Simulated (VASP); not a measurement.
# Se (P3_121) in VASP: vibrations by perturbation theory with LDA

Aim: the vibrations by perturbation theory of Se with LDA.

Everything below comes from runs of VASP 6.6.1. Logs are shortened: lines on timing, memory, paths and dates and some standing lists are left out, and cuts for length are marked.

## (1) The cell of the first run

Symmetry: P3_121, No. 152, trigonal system. Conventional cell: a = 4.505 Å, b = 4.505 Å, c = 4.979 Å, α = 90.00°, β = 90.00°, γ = 120.00°. Within 3.1 Å of Se (site symmetry 2) lie 2 Se at 2.38 Å.

## (2) Vibrations by perturbation theory, LDA

INCAR

```
PREC = Accurate ; ENCUT = 520
EDIFF = 1E-8 ; ISMEAR = 0
SIGMA = 0.01 ; LREAL = False
LASPH = True ; NELM = 100
ALGO = Normal ; ISIF = 2
LWAVE = False ; LCHARG = False
GGA = CA ; NBANDS = 16
IBRION = 8 ; NSW = 1
LEPSILON = True
```

KPOINTS

```
Automatic mesh
0
Gamma
  9 9 6
```

POSCAR

```
Se
1.0
    4.5048207025      0.0000000000      0.0000000000
   -2.2524103512      3.9012891678      0.0000000000
    0.0000000000      0.0000000000      4.9787963200
Se
3
Direct
    0.2188532870      0.0000000000      0.3333333333
    0.0000000000      0.2188532870      0.6666666667
    0.7811467130      0.7811467130      0.0000000000
```

Potentials or basis: VASP PAW LDA potentials, release 64 (Se).

On the command line:

```
cat potpaw_LDA.64/Se/POTCAR > POTCAR
mpirun -np 1 vasp_std > vasp.out
```

OUTCAR:

```text
PREC = Accurate
   ENCUT = 520
   EDIFF = 1E-8
   ISMEAR = 0
   LREAL = False
   LASPH = True
   NELM = 100
   ISIF = 2
   GGA = CA
   IBRION = 8
   NSW = 1
   LEPSILON = True

 ion  position               nearest neighbor table
   1  0.219  0.000  0.333-   3 2.38   2 2.38
   2  0.000  0.219  0.667-   3 2.38   1 2.38
   3  0.781  0.781  0.000-   2 2.38   1 2.38

  LATTYP: Found a hexagonal cell.
 ALAT       =     4.5048207025
 C/A-ratio  =     1.1052152014

  Lattice vectors:

 A1 = (   4.5048207025,   0.0000000000,   0.0000000000)
 A2 = (  -2.2524103512,   3.9012891678,   0.0000000000)
 A3 = (   0.0000000000,   0.0000000000,   4.9787963200)

Analysis of symmetry for initial positions (statically):
=====================================================================
 Subroutine PRICEL returns:
 Original cell was already a primitive cell.

 Routine SETGRP: Setting up the symmetry group for a
 hexagonal supercell.

 Subroutine GETGRP returns: Found  6 space group operations
 (whereof  2 operations were pure point group operations)
 out of a pool of 24 trial point group operations.

The static configuration has the point symmetry C_2 .
 The point group associated with its full space group is D_3 .

Analysis of symmetry for dynamics (positions and initial velocities):
=====================================================================
 Subroutine PRICEL returns:
 Original cell was already a primitive cell.

 Routine SETGRP: Setting up the symmetry group for a
 hexagonal supercell.

 Subroutine GETGRP returns: Found  6 space group operations
 (whereof  2 operations were pure point group operations)
 out of a pool of 24 trial point group operations.

The dynamic configuration has the point symmetry C_2 .
 The point group associated with its full space group is D_3 .

 Subroutine INISYM returns: Found  6 space group operations
 (whereof  2 operations are pure point group operations),
 and found     1 'primitive' translations

----------------------------------------------------------------------------------------

                                     Primitive cell

  volume of cell :      87.5004

  direct lattice vectors                    reciprocal lattice vectors
     4.504820702  0.000000000  0.000000000     0.221984418  0.128162763  0.000000000
    -2.252410351  3.901289168  0.000000000     0.000000000  0.256325527  0.000000000
     0.000000000  0.000000000  4.978796320     0.000000000  0.000000000  0.200851759

  length of vectors
     4.504820702  4.504820702  4.978796320     0.256325527  0.256325527  0.200851759

  position of ions in fractional coordinates (direct lattice)
     0.218853287  0.000000000  0.333333333
     0.000000000  0.218853287  0.666666667
     0.781146713  0.781146713  0.000000000

  ion indices of the primitive-cell ions
   primitive index   ion index
                 1           1
                 2           2
                 3           3

----------------------------------------------------------------------------------------

 KPOINTS: Automatic mesh

Automatic generation of k-mesh.
 Grid dimensions read from file:
 generate k-points for:    9    9    6

 Generating k-lattice:

  Cartesian coordinates                     Fractional coordinates (reciprocal lattice)
     0.024664935  0.014240307  0.000000000     0.111111111 -0.000000000  0.000000000
     0.000000000  0.028480614  0.000000000     0.000000000  0.111111111  0.000000000
     0.000000000  0.000000000  0.033475293     0.000000000  0.000000000  0.166666667

  Length of vectors
     0.028480614  0.028480614  0.033475293

  Shift w.r.t. Gamma in fractional coordinates (k-lattice)
     0.000000000  0.000000000  0.000000000

 Subroutine IBZKPT returns following result:
 ===========================================
[... 579 lines left out ...]
    total drift:                                0.000000      0.000000     -0.000000

  FREE ENERGIE OF THE ION-ELECTRON SYSTEM (eV)
  ---------------------------------------------------
  free  energy   TOTEN  =       -12.2399705151 eV

  energy  without entropy=      -12.2399705151  energy(sigma->0) =      -12.23997052

 HEAD OF MICROSCOPIC STATIC DIELECTRIC TENSOR (INDEPENDENT PARTICLE, excluding Hartree and local field effects)
 ------------------------------------------------------
           9.877670     0.000000     0.000000
           0.000000     9.877670     0.000000
           0.000000     0.000000    14.758077
 ------------------------------------------------------

 Free energy of the ion-electron system (eV)
  ---------------------------------------------------
  ---------------------------------------------------
  free energy    TOTEN  =        -1.88238187 eV

  energy without entropy =       -1.88238187

------------------------ aborting loop because EDIFF is reached ----------------------------------------

--------------------------------------- Ionic step        2  -------------------------------------------

------------------------ aborting loop because EDIFF is reached ----------------------------------------

--------------------------------------- Ionic step        3  -------------------------------------------

------------------------ aborting loop because EDIFF is reached ----------------------------------------

 PIEZOELECTRIC TENSOR FIELD DIRECTION 3  (e Angst)
 -----------------------------------------------------------------------------
     0.00109  0.00000 -0.00000           (  0.00000  0.00000 -0.00000)
    -0.00000  0.00109 -0.00000           (  0.00000  0.00000  0.00000)
    -0.00000  0.00000 -0.00191           ( -0.00000  0.00000 -0.00000)

 PIEZOELECTRIC TENSOR FIELD DIRECTION 3  (C/m^2)
 -----------------------------------------------------------------------------
     0.00020  0.00000 -0.00000
    -0.00000  0.00020 -0.00000
    -0.00000  0.00000 -0.00035

--------------------------------------- Ionic step        4  -------------------------------------------
[... 5 lines left out ...]
------------------------ aborting loop because EDIFF is reached ----------------------------------------

--------------------------------------- Ionic step        6  -------------------------------------------

 Free energy of the ion-electron system (eV)
  ---------------------------------------------------
  ---------------------------------------------------
  free energy    TOTEN  =        -0.08675921 eV

  energy without entropy =       -0.08675921

------------------------ aborting loop because EDIFF is reached ----------------------------------------

 INTERNAL STRAIN TENSOR  FOR ION    1  DIRECTION 3   (eV/Angst):
 -----------------------------------------------------------------------------
    -0.00621 -3.91367-11.33011
    -4.16794  0.00563 -0.01167
   -11.10877 -0.00849  0.00120

 MACROSCOPIC STATIC DIELECTRIC TENSOR (including local field effects in DFT)
 ------------------------------------------------------
           8.403717     0.000000     0.000000
           0.000000     8.403717    -0.000000
           0.000000    -0.000000    13.566443
 ------------------------------------------------------

 PIEZOELECTRIC TENSOR (including local field effects)  for field in x, y, z        (e  Angst)
          XX          YY          ZZ          XY          YZ          ZX
  --------------------------------------------------------------------------------
  x    -1.63881     1.63881     0.00000     0.00000     0.03926    -0.00000
  y     0.00000    -0.00000     0.00000     1.63881     0.00000    -0.03926
  z    -0.00000     0.00000     0.00000    -0.00000     0.00000     0.00000

 PIEZOELECTRIC TENSOR (including local field effects)  for field in x, y, z        (C/m^2)
          XX          YY          ZZ          XY          YZ          ZX
  --------------------------------------------------------------------------------
  x    -0.30007     0.30007     0.00000     0.00000     0.00719    -0.00000
  y     0.00000    -0.00000     0.00000     0.30007     0.00000    -0.00719
  z    -0.00000     0.00000     0.00000    -0.00000     0.00000     0.00000

 BORN EFFECTIVE CHARGES (including local field effects) (in |e|, cummulative output)
 ---------------------------------------------------------------------------------
 ion    1
    1     0.66349    -0.00000     0.00000
    2    -0.00000    -0.66349     0.34891
    3     0.00000     0.69084    -0.00000
 ion    2
    1    -0.33175    -0.57460    -0.30216
    2    -0.57460     0.33175    -0.17445
    3    -0.59829    -0.34542    -0.00000
 ion    3
    1    -0.33175     0.57460     0.30216
    2     0.57460     0.33175    -0.17445
    3     0.59829    -0.34542    -0.00000

 INTERNAL STRAIN TENSOR FOR ION    3 for displacements in x,y,z  (eV/Angst):
          X           Y           Z          XY          YZ          ZX
  --------------------------------------------------------------------------------
  x     6.56341     3.19142     5.69580     3.01149     1.93613     3.28199
  y     5.57154    11.32431     9.86542     1.55737    -3.44039     1.88721
  z     3.49944    -3.49944     0.00000     1.89327     9.62048     5.66505

 SECOND DERIVATIVES (NOT SYMMETRIZED)
 ------------------------------------
               1X          1Y          1Z          2X          2Y          2Z          3X          3Y          3Z
  1X    -7.529992   -0.000000   -0.000000    3.764996   -2.634374   -1.635391    3.764996    2.634374    1.635391
  1Y    -0.000000   -2.954458   -1.888031   -1.328602    1.477229    0.944016    1.328602    1.477229    0.944016
  1Z    -0.000000   -1.888152   -8.291485   -1.634985    0.944076    4.145742    1.634985    0.944076    4.145742
  2X     3.765190   -1.328490   -1.635237   -4.098342    1.981264    1.635083    0.333152   -0.652774    0.000154
  2Y    -2.634262    1.477035    0.944282    1.981264   -6.386109    0.944016    0.652998    4.909074   -1.888298
  2Z    -1.635086    0.943901    4.145742    1.635187    0.944076   -8.291485   -0.000101   -1.887977    4.145742
  3X     3.765190    1.328490    1.635237    0.333152    0.652774   -0.000154   -4.098342   -1.981264   -1.635083
  3Y     2.634262    1.477035    0.944282   -0.652998    4.909074   -1.888298   -1.981264   -6.386109    0.944016
  3Z     1.635086    0.943901    4.145742    0.000101   -1.887977    4.145742   -1.635187    0.944076   -8.291485

 Eigenvectors and eigenvalues of the dynamical matrix
 ----------------------------------------------------

   1 f  =    7.005989 THz    44.019924 2PiTHz  233.694623 cm-1    28.974427 meV
             X         Y         Z           dx          dy          dz
      0.985895  0.000000  1.659599     0.577350    0.000000    0.000000
     -0.492947  0.853810  3.319198    -0.288675    0.500000    0.000000
      1.759463  3.047479  0.000000    -0.288675   -0.500000   -0.000000
[... 43 lines left out ...]
   9 f/i=    0.000214 THz     0.001343 2PiTHz    0.007132 cm-1     0.000884 meV
             X         Y         Z           dx          dy          dz
      0.985895  0.000000  1.659599    -0.277679    0.506173    0.000022
     -0.492947  0.853810  3.319198    -0.277680    0.506220   -0.000000
      1.759463  3.047479  0.000000    -0.277639    0.506197   -0.000021

--------------------------------------------------------------------------------------------------------

 MACROSCOPIC STATIC DIELECTRIC TENSOR IONIC CONTRIBUTION
 ------------------------------------------------------
           0.659554     0.000000     0.000000
           0.000000     0.659554    -0.000000
           0.000000     0.000000     1.389817
 ------------------------------------------------------

 ELASTIC MODULI CONTR FROM IONIC RELAXATION (kBar)
 Direction    XX          YY          ZZ          XY          YZ          ZX
 --------------------------------------------------------------------------------
 XX        -423.8731   -235.3708   -384.9300     -0.0000   -134.0991     -0.0000
 YY        -235.3708   -423.8731   -384.9300     -0.0000    134.0991      0.0000
 ZZ        -384.9300   -384.9300   -449.5182     -0.0000     -0.0000      0.0000
 XY          -0.0000     -0.0000     -0.0000    -94.8786      0.0000   -130.4199
 YZ        -134.0991    134.0991      0.0000      0.0000   -293.5357     -0.0000
 ZX          -0.0000      0.0000      0.0000   -130.4199     -0.0000   -298.2571
 --------------------------------------------------------------------------------

 PIEZOELECTRIC TENSOR IONIC CONTR  for field in x, y, z        (C/m^2)
          XX          YY          ZZ          XY          YZ          ZX
  --------------------------------------------------------------------------------
  x    -0.14892     0.14892    -0.00000     0.00000    -0.02260    -0.00000
  y     0.00000     0.00000     0.00000     0.14892    -0.00000     0.00340
  z    -0.00000    -0.00000    -0.00000     0.02779     0.00000    -0.00000
```

It took 41 min on 1 thread of Oxide Virtual Turin-like, shared host; peak memory 0.8 GiB.

Results:

```yaml
Electronic_dielectric_tensor_diagonal: 8.40, 8.40, 13.57
Born_charges_mean_of_the_diagonal: Se +0.00 e
Highest_phonon_frequency_at_Γ: 234 cm⁻¹
```

Phonon frequencies in cm⁻¹ (negative: imaginary):
```
              q point                   frequencies
(0.000, 0.000, 0.000)  0 0 0 86 127 127 223 223 234
```

Electronic dielectric tensor:
```
 8.40  0.00  0.00
 0.00  8.40  0.00
 0.00  0.00 13.57
```

Born effective charge tensors (e):
atom 1, Se
```
 0.66  0.00  0.00
 0.00 -0.66  0.35
 0.00  0.69  0.00
```
atom 2, Se
```
-0.33 -0.57 -0.30
-0.57  0.33 -0.17
-0.60 -0.35  0.00
```
atom 3, Se
```
-0.33  0.57  0.30
 0.57  0.33 -0.17
 0.60 -0.35  0.00
```

Caveat: the cell stands under pressure or tension, which shifts response properties.
